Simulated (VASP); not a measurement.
# AsSe3 (Fm-3m) in VASP: a series of runs, part 2 of 2

VASP 6.6.1. Earlier steps stand in the parts before.

## Step 6: Relaxation of cell and atoms, PBE

The input, INCAR:

```
PREC     = Accurate       # precision mode
ENCUT    = 600            # plane-wave cutoff, eV
EDIFF    = 1E-6           # SCF threshold, eV
ISMEAR   = 0              # smearing method
SIGMA    = 0.1            # smearing width, eV
LREAL    = False          # projectors in reciprocal space
LASPH    = True           # aspherical terms in the spheres
NELM     = 60             # most SCF steps
ALGO     = Normal         # electronic algorithm
ISIF     = 3              # what is computed and relaxed
LWAVE    = False          # write WAVECAR
LCHARG   = False          # write CHGCAR
GGA      = PE             # functional
IBRION   = 2              # ionic algorithm
NSW      = 100            # ionic steps
EDIFFG   = -0.01          # ionic threshold
```

The input, KPOINTS:

```
Automatic mesh
0
Gamma
  12 12 12
```

The input, POSCAR:

```
AsSe3
1.0
    0.0000000000      3.4293410130      3.4293410130
    3.4293410130      0.0000000000      3.4293410130
    3.4293410130      3.4293410130      0.0000000000
As Se
1 3
Direct
    0.0000000000      0.0000000000      0.0000000000
    0.2500000000      0.2500000000      0.2500000000
    0.7500000000      0.7500000000      0.7500000000
    0.5000000000      0.5000000000      0.5000000000
```

Potentials or basis: VASP PAW PBE potentials, release 64 (As, Se).

The run is started by

```sh
$ cat potpaw_PBE.64/As/POTCAR potpaw_PBE.64/Se/POTCAR > POTCAR
$ mpirun -np 1 vasp_std > vasp.out
```

OUTCAR:

```text
PREC = Accurate
   ENCUT = 600
   EDIFF = 1E-6
   ISMEAR = 0
   LREAL = False
   LASPH = True
   NELM = 60
   ISIF = 3
   GGA = PE
   IBRION = 2
   NSW = 100
   EDIFFG = -0.01

 ion  position               nearest neighbor table
   1  0.000  0.000  0.000-
   2  0.250  0.250  0.250-
   3  0.750  0.750  0.750-
   4  0.500  0.500  0.500-

  LATTYP: Found a face centered cubic cell.
 ALAT       =     6.8586820260

  Lattice vectors:

 A1 = (   0.0000000000,   3.4293410130,   3.4293410130)
 A2 = (   3.4293410130,   0.0000000000,   3.4293410130)
 A3 = (   3.4293410130,   3.4293410130,   0.0000000000)

Analysis of symmetry for initial positions (statically):
=====================================================================
 Subroutine PRICEL returns:
 Original cell was already a primitive cell.

 Routine SETGRP: Setting up the symmetry group for a
 face centered cubic supercell.

 Subroutine GETGRP returns: Found 48 space group operations
 (whereof 48 operations were pure point group operations)
 out of a pool of 48 trial point group operations.

The static configuration has the point symmetry O_h .

Analysis of symmetry for dynamics (positions and initial velocities):
=====================================================================
 Subroutine PRICEL returns:
 Original cell was already a primitive cell.

 Routine SETGRP: Setting up the symmetry group for a
 face centered cubic supercell.

 Subroutine GETGRP returns: Found 48 space group operations
 (whereof 48 operations were pure point group operations)
 out of a pool of 48 trial point group operations.

The dynamic configuration has the point symmetry O_h .

 Subroutine INISYM returns: Found 48 space group operations
[... 136 lines left out ...]
  volume of cell :       80.66
 maximum number of plane-waves:      2733
   NGX = 19   NGY = 19   NGZ = 19

--------------------------------------- Ionic step        1  -------------------------------------------

 number of electron      23.0000001 magnetization

 Free energy of the ion-electron system (eV)
  ---------------------------------------------------
  ext. energy  EPLUGINS =         0.00000000
  ---------------------------------------------------
  free energy    TOTEN  =       -13.14443405 eV

  energy without entropy =      -13.12586506  energy(sigma->0) =      -13.13514955

------------------------ aborting loop because EDIFF is reached ----------------------------------------

  FORCE on cell =-STRESS in cart. coord.  units (eV):
  Direction    XX          YY          ZZ          XY          YZ          ZX
  --------------------------------------------------------------------------------------
  -------------------------------------------------------------------------------------
  Total       -0.1550147     -0.1550147     -0.1550147      0.0000000      0.0000000     -0.0000000
  in kB       -3.0790827     -3.0790827     -3.0790827      0.0000000      0.0000000     -0.0000000
  external PRESSURE =      -3.0790827 kB  Pullay stress =       0.0000000 kB
[... 63 lines left out ...]
--------------------------------------- Ionic step        3  -------------------------------------------

 number of electron      23.0000001 magnetization

 Free energy of the ion-electron system (eV)
  ---------------------------------------------------
  ext. energy  EPLUGINS =         0.00000000
  ---------------------------------------------------
  free energy    TOTEN  =       -13.14474293 eV

  energy without entropy =      -13.12634445  energy(sigma->0) =      -13.13554369

 E-fermi :   5.7472     XC(G=0): -10.6191

 val. band max:        5.7299897415   @ k =  -0.2500   0.3333   0.0833
 cond. band min:       5.7484645329   @ k =  -0.3333   0.5000   0.1667
 fundamental gap:      0.0184747915
 Fermi energy:         5.7472295946

 k-point     1 :       0.0000    0.0000    0.0000
  band No.  band energies     occupation
      1     -10.2201      2.00000
      2      -6.2558      2.00000
      3      -5.5562      2.00000
      4      -3.0311      2.00000
      5       1.9172      2.00000
      6       1.9172      2.00000
      7       1.9172      2.00000
      8       2.0987      2.00000
      9       2.0987      2.00000
     10       2.0987      2.00000
     11       2.9366      2.00000
     12       2.9366      2.00000
     13       2.9366      2.00000
     14       9.3832      0.00000
[... 401 lines left out ...]
      2      -7.8470      2.00000
      3      -6.4294      2.00000
      4      -4.7021      2.00000
      5       0.2382      2.00000
      6       0.7208      2.00000
      7       2.3770      2.00000
      8       2.5362      2.00000
      9       2.7202      2.00000
     10       3.0425      2.00000
     11       5.2343      2.00000
     12       6.3464      0.00000
     13       6.7774      0.00000
     14       7.7371      0.00000
     15       8.0026      0.00000

 [... further k-points ...]

------------------------ aborting loop because EDIFF is reached ----------------------------------------

  FORCE on cell =-STRESS in cart. coord.  units (eV):
  Direction    XX          YY          ZZ          XY          YZ          ZX
  --------------------------------------------------------------------------------------
  -------------------------------------------------------------------------------------
  Total        0.0016255      0.0016255      0.0016255      0.0000000     -0.0000000      0.0000000
  in kB        0.0324193      0.0324193      0.0324193      0.0000000     -0.0000000      0.0000000
  external PRESSURE =       0.0324193 kB  Pullay stress =       0.0000000 kB
[... 19 lines left out ...]
  FREE ENERGIE OF THE ION-ELECTRON SYSTEM (eV)
  ---------------------------------------------------
  free  energy   TOTEN  =       -13.1447429264 eV

  energy  without entropy=      -13.1263444539  energy(sigma->0) =      -13.13554369

 reached required accuracy - stopping structural energy minimisation
```

Run time: 3.6 min. Hardware: 1 thread of Intel Xeon Platinum 8259CL at 2.50GHz (Skylake/Cascade Lake), shared host; peak memory 0.32 GiB.

What came out:

```yaml
Free_energy: -13.1447 eV
Relaxed_volume: 20.08 Å³/atom
Relaxed_cell: a = 4.843 Å, b = 4.843 Å, c = 4.843 Å, α = 60.00°, β = 60.00°, γ = 60.00°
Space_group_after_relaxing_to_0.1_Å: Fm-3m (No. 225)
Energy_gained_by_relaxing: 0.1 meV/atom
Ionic_steps: 3
Pressure_after_relaxing: 0.0 GPa
Band_gap_on_the_k_mesh: zero (an odd number of electrons rules out a gap without spin polarisation)
```

The path:
```csv
step,energy change (eV),largest force (eV/Å),pressure (GPa),volume (Å³)
1,0.0000,0.0000,-0.31,80.66
2,-0.0003,0.0000,0.11,80.21
3,-0.0003,0.0000,0.00,80.33
```

Final structure:
```xyz
4
Lattice="0.0000 3.4247 3.4247 3.4247 0.0000 3.4247 3.4247 3.4247 0.0000" Properties=species:S:1:pos:R:3 pbc="T T T"
As    0.0000    0.0000    0.0000
Se    1.7124    1.7124    1.7124
Se    5.1371    5.1371    5.1371
Se    3.4247    3.4247    3.4247
```

## Step 7: Overview

| task | cell | k mesh | cutoff (eV) | gap on the mesh (eV) | pressure (GPa) | relaxed volume (Å³/atom) |
| --- | --- | --- | --- | --- | --- | --- |
| single point | a = 4.850 Å, angles 60.0°, 4 atoms | 4 × 4 × 4 | 520 | none | -0.1 | - |
| single point | a = 5.895 Å, angles 60.0°, 4 atoms | 4 × 4 × 4 | 520 | none | -10.5 | - |
| relaxation of cell and atoms | relaxed from a = 5.895 Å, angles 60.0°, 4 atoms | 4 × 4 × 4 | 600 | none | -0.1 | 20.19 |
| single point | a = 4.843 Å, angles 60.0°, 4 atoms | 12 × 12 × 12 | 520 | none | 0.0 | - |
| relaxation of cell and atoms | relaxed from a = 4.850 Å, angles 60.0°, 4 atoms | 12 × 12 × 12 | 600 | none | 0.0 | 20.08 |

Alike in all rows: level PBE; potentials or basis VASP PAW PBE potentials, release 64 (As, Se); no spin polarisation; smearing gaussian 0.1 eV.

Caveats: some runs use coarse meshes; the cell stands under tension (at least some runs); the volume moved by over 15 % at a fixed basis, so the end points are rough (at least some runs).

Absolute energies hang on the potentials; compare differences alone.
